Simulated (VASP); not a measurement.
## Ga2As3: relaxation of cell and atoms with PBE

Crystal: Ga2As3.

```
Ga As
1.0
     3.15823    1.82340    5.74845
    -3.15823    1.82340    5.74845
     0.00000   -3.64681    5.74845
Ga As
4 6
Direct
  0.85218 0.85218 0.85218
  0.64782 0.64782 0.64782
  0.14782 0.14782 0.14782
  0.35218 0.35218 0.35218
  0.05625 0.44375 0.75000
  0.75000 0.05625 0.44375
  0.44375 0.75000 0.05625
  0.94375 0.55625 0.25000
  0.25000 0.94375 0.55625
  0.55625 0.25000 0.94375
```

```
Program                : VASP 6.6.1
Task                   : relaxation of cell and atoms
Functional             : PBE
Potentials or basis    : VASP PAW PBE potentials, release 64 (Ga_d, As)
Cutoff                 : 600 eV
k mesh                 : 3 × 3 × 3
Occupations            : gaussian, width 0.1 eV
Spin                   : no spin polarisation
Dipole correction      : no
Further INCAR settings : ALGO = Normal; EDIFF = 1e-06; IBRION = 2; EDIFFG = -0.04; NSW = 90; ISIF = 3
```

- Relaxed volume: 23.11 Å³/atom
- Relaxed cell: a = 7.655 Å, b = 7.655 Å, c = 7.655 Å, α = 48.55°, β = 48.55°, γ = 48.55°
- Space group after relaxing (to 0.1 Å): R-3c (No. 167)
- Energy gained by relaxing: 127.4 meV/atom
- Ionic steps: 21
- Pressure after relaxing: 0.2 GPa
- Largest force after relaxing: 0.028 eV/Å
- Band gap on the k mesh: zero (bands 41 and 42 overlap by 0.86 eV)

Forces on the atoms (eV/Å):
```
Ga   0.000  0.000  0.024
Ga   0.000  0.000 -0.024
Ga   0.000  0.000 -0.024
Ga   0.000  0.000  0.024
As   0.028  0.000  0.000
As  -0.014  0.025  0.000
As  -0.014 -0.025  0.000
As  -0.028  0.000  0.000
As   0.014 -0.025  0.000
As   0.014  0.025  0.000
```

The path:
| step | energy change (eV) | largest force (eV/Å) | pressure (GPa) | volume (Å³) |
| --- | --- | --- | --- | --- |
| 1 | 0.0000 | 0.3732 | 8.24 | 198.62 |
| 2 | -0.4870 | 0.3357 | -2.06 | 229.46 |
| 3 | -0.5322 | 0.3342 | -0.02 | 221.25 |
| 4 | -0.5326 | 0.3335 | -0.18 | 221.89 |
| 5 | -0.5703 | 0.3351 | -0.17 | 221.87 |
| 6 | -0.7009 | 0.3397 | -0.08 | 221.78 |
| 7 | -0.9641 | 0.2226 | 0.60 | 221.48 |
| 8 | -0.9179 | 0.8722 | 4.60 | 220.45 |
| 9 | -1.0746 | 0.4355 | 1.56 | 221.15 |
| 10 | -1.0810 | 0.5241 | 2.09 | 221.02 |
| 11 | -1.0976 | 0.5144 | 2.03 | 221.64 |
| 12 | -1.1392 | 0.4852 | 1.81 | 223.51 |
| 13 | -1.1848 | 0.4263 | 1.69 | 227.20 |
| 14 | -1.1876 | 0.4212 | 1.75 | 228.83 |
| 15 | -1.2234 | 0.3138 | 1.01 | 230.60 |
| 16 | -1.2540 | 0.1828 | 0.01 | 233.57 |
| 17 | -1.2566 | 0.1353 | -0.45 | 234.77 |
| 18 | -1.2615 | 0.1166 | -0.37 | 234.24 |
| 19 | -1.2714 | 0.0649 | -0.11 | 232.63 |
| 20 | -1.2697 | 0.0344 | 0.45 | 229.42 |
| 21 | -1.2740 | 0.0284 | 0.18 | 231.15 |

Final structure:
```
CELL_PARAMETERS angstrom
3.14717 1.81702 6.73694
-3.14717 1.81702 6.73694
0.00000 -3.63403 6.73694
ATOMIC_POSITIONS crystal
Ga 0.85805 0.85805 0.85805
Ga 0.64195 0.64195 0.64195
Ga 0.14195 0.14195 0.14195
Ga 0.35805 0.35805 0.35805
As 0.00543 0.49457 0.75000
As 0.75000 0.00543 0.49457
As 0.49457 0.75000 0.00543
As 0.99457 0.50543 0.25000
As 0.25000 0.99457 0.50543
As 0.50543 0.25000 0.99457
```

Levels at points of the mesh, in eV from the Fermi level:
| k point | band 39 | band 40 | band 41 | band 42 | band 43 | band 44 |
| --- | --- | --- | --- | --- | --- | --- |
| (0.00, 0.00, 0.00) | -0.78 | -0.32 | -0.32 | 1.51 | 1.73 | 1.73 |

Run time: 34 min on 1 thread of Intel(R) Xeon(R) Platinum 8259CL CPU @ 2.50GHz (Skylake/Cascade Lake), with other jobs on the host, peak memory 0.45 GiB.

Caveat: the k points lie up to 0.40 Å⁻¹ apart in the final cell, too coarse for converged energies and pressures of a metal; the volume moved by over 15 % at a fixed basis, so the end points are rough.
